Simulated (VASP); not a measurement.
# SrO (Fm-3m) in VASP: a series of runs

The runs below take SrO through electric field gradients, with LDA.

Everything below comes from runs of VASP 6.6.1. Logs are shortened: lines on timing, memory, paths and dates and some standing lists are left out, and cuts for length are marked.

## 1. The cell of the first run

The structure is cubic, space group Fm-3m (No. 225). The conventional cell has a = 5.207 Å, b = 5.207 Å, c = 5.207 Å, α = 90.00°, β = 90.00°, γ = 90.00°. Sr (site symmetry m-3m) has 6 O at 2.60 Å within 3.4 Å. Within 3.4 Å of O (site symmetry m-3m) lie 6 Sr at 2.60 Å.

## 2. Electric field gradients, LDA (volume scaled by 1.04)

Contents of INCAR:

```
  PREC = Accurate
  ENCUT = 520
  EDIFF = 1E-8
  ISMEAR = -1
  SIGMA = 0.02
  LREAL = F
  LASPH = T
  NELM = 60
  ALGO = Normal
  ISIF = 2
  LWAVE = F
  LCHARG = F
  GGA = CA
  LEFG = T
  NBANDS = 15
```

Contents of KPOINTS:

```
regular mesh
0
Gamma
  8 8 8
```

Contents of POSCAR:

```
SrO
1.0
    0.0000000000      2.6036170359      2.6036170359
    2.6036170359      0.0000000000      2.6036170359
    2.6036170359      2.6036170359      0.0000000000
Sr O
1 1
Direct
    0.0000000000      0.0000000000      0.0000000000
    0.5000000000      0.5000000000      0.5000000000
```

Potentials or basis: VASP PAW LDA potentials, release 64 (Sr_sv, O).

Launch:

```bash
$ cat potpaw_LDA.64/Sr_sv/POTCAR potpaw_LDA.64/O/POTCAR > POTCAR
$ mpirun -np 1 vasp_std > vasp.out
```

OUTCAR:

```text
PREC = Accurate
   ENCUT = 520
   EDIFF = 1E-8
   ISMEAR = -1
   LREAL = F
   LASPH = T
   NELM = 60
   ISIF = 2
   GGA = CA

 ion  position               nearest neighbor table
   1  0.000  0.000  0.000-   2 2.60   2 2.60   2 2.60   2 2.60   2 2.60   2 2.60
   2  0.500  0.500  0.500-   1 2.60   1 2.60   1 2.60   1 2.60   1 2.60   1 2.60

  LATTYP: Found a face centered cubic cell.
 ALAT       =     5.2072340718

  Lattice vectors:

 A1 = (   0.0000000000,   2.6036170359,   2.6036170359)
 A2 = (   2.6036170359,   0.0000000000,   2.6036170359)
 A3 = (   2.6036170359,   2.6036170359,   0.0000000000)

Analysis of symmetry for initial positions (statically):
=====================================================================
 Subroutine PRICEL returns:
 Original cell was already a primitive cell.

 Routine SETGRP: Setting up the symmetry group for a
 face centered cubic supercell.

 Subroutine GETGRP returns: Found 48 space group operations
 (whereof 48 operations were pure point group operations)
 out of a pool of 48 trial point group operations.

The static configuration has the point symmetry O_h .

Analysis of symmetry for dynamics (positions and initial velocities):
=====================================================================
 Subroutine PRICEL returns:
 Original cell was already a primitive cell.

 Routine SETGRP: Setting up the symmetry group for a
 face centered cubic supercell.

 Subroutine GETGRP returns: Found 48 space group operations
 (whereof 48 operations were pure point group operations)
 out of a pool of 48 trial point group operations.

The dynamic configuration has the point symmetry O_h .

 Subroutine INISYM returns: Found 48 space group operations
 (whereof 48 operations are pure point group operations),
 and found     1 'primitive' translations

----------------------------------------------------------------------------------------

                                     Primitive cell

  volume of cell :      35.2989

  direct lattice vectors                    reciprocal lattice vectors
     0.000000000  2.603617036  2.603617036    -0.192040532  0.192040532  0.192040532
     2.603617036  0.000000000  2.603617036     0.192040532 -0.192040532  0.192040532
     2.603617036  2.603617036  0.000000000     0.192040532  0.192040532 -0.192040532

  length of vectors
     3.682070523  3.682070523  3.682070523     0.332623958  0.332623958  0.332623958

  position of ions in fractional coordinates (direct lattice)
     0.000000000  0.000000000  0.000000000
     0.500000000  0.500000000  0.500000000

  ion indices of the primitive-cell ions
   primitive index   ion index
                 1           1
                 2           2

----------------------------------------------------------------------------------------

 KPOINTS: regular mesh

Automatic generation of k-mesh.
 Grid dimensions read from file:
 generate k-points for:    8    8    8

 Generating k-lattice:

  Cartesian coordinates                     Fractional coordinates (reciprocal lattice)
    -0.024005066  0.024005066  0.024005066     0.125000000  0.000000000  0.000000000
     0.024005066 -0.024005066  0.024005066     0.000000000  0.125000000  0.000000000
     0.024005066  0.024005066 -0.024005066     0.000000000  0.000000000  0.125000000

  Length of vectors
     0.041577995  0.041577995  0.041577995

  Shift w.r.t. Gamma in fractional coordinates (k-lattice)
     0.000000000  0.000000000  0.000000000

 Subroutine IBZKPT returns following result:
 ===========================================

 Found     29 irreducible k-points:

 Following reciprocal coordinates:
            Coordinates               Weight
  0.000000  0.000000  0.000000      1.000000
  0.125000  0.000000  0.000000      8.000000
  0.250000  0.000000  0.000000      8.000000
  0.375000  0.000000  0.000000      8.000000
  0.500000  0.000000  0.000000      4.000000
  0.125000  0.125000  0.000000      6.000000
[... 16 lines left out ...]
  0.500000  0.250000  0.125000     48.000000
 -0.375000  0.250000  0.125000     24.000000
 [... further k-points ...]
   k-points           NKPTS =     29   k-points in BZ     NKDIM =     29   number of bands    NBANDS=     15
   number of dos      NEDOS =    301   number of ions     NIONS =      2
   total plane-waves  NPLWV =  21952
   dimension x,y,z NGX =    28 NGY =   28 NGZ =   28
   dimension x,y,z NGXF=    56 NGYF=   56 NGZF=   56
   ions per type =               1   1
   NGX,Y,Z   is equivalent  to a cutoff of  12.64, 12.64, 12.64 a.u.
   NGXF,Y,Z  is equivalent  to a cutoff of  25.28, 25.28, 25.28 a.u.
 SYSTEM =  unknown system
   PREC   = accura    normal or accurate (medium, high low for compatibility)
   ISTART =      0    job   : 0-new  1-cont  2-samecut
   ICHARG =      2    charge: 1-file 2-atom 10-const
   ISPIN  =      1    spin polarized calculation?
   LNONCOLLINEAR =      F non collinear calculations
   LSORBIT =      F    spin-orbit coupling
   LASPH  =      T    aspherical Exc in radial PAW
   ENCUT  =  520.0 eV  38.22 Ry    6.18 a.u.   6.85  6.85  6.85*2*pi/ulx,y,z
   NELM   =     60;   NELMIN=  2; NELMDL= -5     # of ELM steps
   EDIFF  = 0.1E-07   stopping-criterion for ELM
   LREAL  =      F    real-space projection
   EDIFFG = 0.1E-06   stopping-criterion for IOM
   NSW    =      0    number of steps for IOM
   IBRION =     -1    ionic relax: 0-MD 1-quasi-New 2-CG
   NFREE  =      0    steps in history (QN), initial steepest desc. (CG)
   ISIF   =      2    stress and relaxation
   ISYM   =      2    0-nonsym 1-usesym 2-fastsym
   POTIM  = 0.5000    time-step for ionic-motion
   TEBEG  =    0.0;   TEEND  =   0.0 temperature during run
   PSTRESS=    0.0 pullay stress
   NELECT =      16.0000    total number of electrons
   NUPDOWN=      -1.0000    fix difference up-down
   EMIN   =  10.00;   EMAX   =-10.00  energy-range for DOS
   EFERMI =   0.00;   METHOD = LEGACY
   ISMEAR =    -1;   SIGMA  =   0.02  broadening in eV -4-tet -1-fermi 0-gaus
   EFERMI_NEDOS =   21; number of points for ismear=-14 and -15
   IALGO  =     38    algorithm
   IMIX   =      4    mixing-type and parameters
     AMIX     =   0.40;   BMIX     =  1.00
     AMIX_MAG =   1.60;   BMIX_MAG =  1.00
  volume/ion in A,a.u.               =      17.65       119.10
  Fermi-wavevector in a.u.,A,eV,Ry     =   1.257557  2.376438 21.516932  1.581450
  Thomas-Fermi vector in A             =   2.391210
   LORBIT       =      0    0 simple, 1 ext, 2 COOP (PROOUT), +10 PAW based schemes
   GGA     = CA    functional components
   LHFCALC =     F    Hartree Fock is set to
   AEXX    =    0.0000 exact exchange contribution
   IVDW    =     0    specifies the selected vdW correction
   LEPSILON=     F    determine dielectric tensor
   LRPA    =     F    only Hartree local field effects (RPA)
 non-spin polarized calculation
  energy-cutoff  :      520.00
  volume of cell :       35.30
 maximum number of plane-waves:       960
   NGX = 13   NGY = 13   NGZ = 13

 number of electron      16.0000001 magnetization

 Free energy of the ion-electron system (eV)
  ---------------------------------------------------
  ext. energy  EPLUGINS =         0.00000000
  ---------------------------------------------------
  free energy    TOTEN  =       -13.33230162 eV

  energy without entropy =      -13.33230162  energy(sigma->0) =      -13.33230162

 E-fermi :   1.6349     XC(G=0): -10.3509

 val. band max:        1.1635160785   @ k =   0.0000   0.0000   0.0000
 cond. band min:       4.2883138722   @ k =   0.5000   0.5000   0.0000
 fundamental gap:      3.1247977937
 Fermi energy:         1.6349002227

 k-point     1 :       0.0000    0.0000    0.0000
  band No.  band energies     occupation
      1     -31.0519      2.00000
      2     -13.5478      2.00000
      3     -12.8162      2.00000
      4     -12.8162      2.00000
      5     -12.8162      2.00000
      6       1.1635      2.00000
      7       1.1635      2.00000
      8       1.1635      2.00000
      9       4.7040      0.00000
     10       7.1863      0.00000
     11       7.1863      0.00000
     12       7.1863      0.00000
     13       9.3243      0.00000
     14       9.3243      0.00000
     15      13.4330      0.00000

 k-point     2 :       0.1250    0.0000    0.0000
  band No.  band energies     occupation
      1     -31.0342      2.00000
      2     -13.9716      2.00000
      3     -12.8279      2.00000
      4     -12.8279      2.00000
      5     -12.4350      2.00000
      6       0.6989      2.00000
      7       0.9753      2.00000
      8       0.9753      2.00000
      9       5.4028      0.00000
     10       7.0288      0.00000
     11       7.4841      0.00000
     12       7.4841      0.00000
     13       9.7123      0.00000
     14       9.7123      0.00000
     15      14.4137      0.00000

 k-point     3 :       0.2500    0.0000    0.0000
  band No.  band energies     occupation
      1     -30.9912      2.00000
      2     -14.5542      2.00000
      3     -12.8559      2.00000
      4     -12.8559      2.00000
      5     -11.9563      2.00000
      6      -0.1259      2.00000
      7       0.5684      2.00000
      8       0.5684      2.00000
      9       6.8345      0.00000
     10       7.0243      0.00000
     11       8.2922      0.00000
     12       8.2922      0.00000
     13      10.6854      0.00000
     14      10.6854      0.00000
     15      16.3677      0.00000
[... 343 lines left out ...]
 k-point    23 :       0.5000    0.2500    0.1250
  band No.  band energies     occupation
      1     -30.9252      2.00000
      2     -14.7465      2.00000
      3     -13.1558      2.00000
      4     -12.9782      2.00000
      5     -11.9081      2.00000
      6      -0.3792      2.00000
      7       0.2634      2.00000
      8       0.6352      2.00000
      9       6.5172      0.00000
     10       7.9829      0.00000
     11       9.7599      0.00000
     12       9.9790      0.00000
     13      11.9066      0.00000
     14      12.7942      0.00000
     15      14.7911      0.00000

 k-point    24 :      -0.3750    0.2500    0.1250
  band No.  band energies     occupation
      1     -30.9107      2.00000
      2     -14.8128      2.00000
      3     -13.1779      2.00000
      4     -13.0265      2.00000
      5     -11.8768      2.00000
      6      -0.4152      2.00000
      7       0.3205      2.00000
      8       0.3830      2.00000
      9       7.2817      0.00000
     10       7.6214      0.00000
     11      10.1218      0.00000
     12      10.3882      0.00000
     13      12.4319      0.00000
     14      13.6447      0.00000
     15      13.8348      0.00000

 [... further k-points ...]
[... 5 lines left out ...]
  --------------------------------------------------------------------------------------
  -------------------------------------------------------------------------------------
  Total       -1.4613112     -1.4613112     -1.4613112     -0.0000000      0.0000000      0.0000000
  in kB      -66.3272476    -66.3272476    -66.3272476     -0.0000000      0.0000000      0.0000000
  external PRESSURE =     -66.3272476 kB  Pullay stress =       0.0000000 kB

 VOLUME and BASIS-vectors are now :
 -----------------------------------------------------------------------------
  energy-cutoff  :      520.00
  volume of cell :       35.30
      direct lattice vectors                 reciprocal lattice vectors
     0.000000000  2.603617036  2.603617036    -0.192040532  0.192040532  0.192040532
     2.603617036  0.000000000  2.603617036     0.192040532 -0.192040532  0.192040532
     2.603617036  2.603617036  0.000000000     0.192040532  0.192040532 -0.192040532

 POSITION                                       TOTAL-FORCE (eV/Angst)
 -----------------------------------------------------------------------------------
      0.00000      0.00000      0.00000         0.000000      0.000000      0.000000
      2.60362      2.60362      2.60362        -0.000000     -0.000000     -0.000000
 -----------------------------------------------------------------------------------
    total drift:                                0.000000      0.000000      0.000000

  FREE ENERGIE OF THE ION-ELECTRON SYSTEM (eV)
  ---------------------------------------------------
  free  energy   TOTEN  =       -13.3323016164 eV

  energy  without entropy=      -13.3323016164  energy(sigma->0) =      -13.33230162

 Electric field gradients (V/A^2)
---------------------------------------------------------------------
 ion       V_xx      V_yy      V_zz      V_xy      V_xz      V_yz
---------------------------------------------------------------------
   1      -0.000     0.000     0.000     0.000     0.000     0.000
   2       0.000     0.000     0.000     0.000     0.000     0.000
---------------------------------------------------------------------

 Electric field gradients after diagonalization (V/A^2)
 (convention: |V_zz| > |V_xx| > |V_yy|)
----------------------------------------------------------------------
 ion       V_xx      V_yy      V_zz     asymmetry (V_yy - V_xx)/ V_zz
----------------------------------------------------------------------
   1      -0.000    -0.000     0.000       0.000
   2      -0.000    -0.000     0.001       0.000
----------------------------------------------------------------------

           NMR quadrupolar parameters

 Cq : quadrupolar parameter    Cq=e*Q*V_zz/h
 eta: asymmetry parameters     (V_yy - V_xx)/ V_zz
 Q  : nuclear electric quadrupole moment in mb (millibarn)
----------------------------------------------------------------------
 ion       Cq(MHz)       eta       Q (mb)
----------------------------------------------------------------------
   1       0.000       0.000       1.000
   2       0.000       0.000       1.000
----------------------------------------------------------------------
```

Run time: 14 s. Hardware: 1 thread of AMD EPYC 7R13 (Zen 3), shared host; peak memory 0.12 GiB.

What came out:

```yaml
Free_energy: -13.3323 eV
Pressure: -6.6 GPa
Band_gap_on_the_k_mesh: 3.12 eV, indirect (least direct gap 3.23 eV)
```

Levels at points of the mesh, in eV from the valence-band top:
```tsv
k point	band 5	band 6	band 7	band 8	band 9	band 10	band 11	band 12
(0.00, 0.00, 0.00)	-13.98	0.00	0.00	0.00	3.54	6.02	6.02	6.02
(0.50, 0.00, 0.00)	-12.70	-2.17	-1.09	-1.09	6.29	7.98	8.59	8.59
(0.50, 0.50, 0.00)	-14.32	-0.49	-0.11	-0.11	3.12	7.47	9.85	9.94
```

Caveat: without QUAD_EFG the Cq values of the log hold for a quadrupole moment of 1 mb, not for the nuclei.

(Part 1 of 2 ends here.)
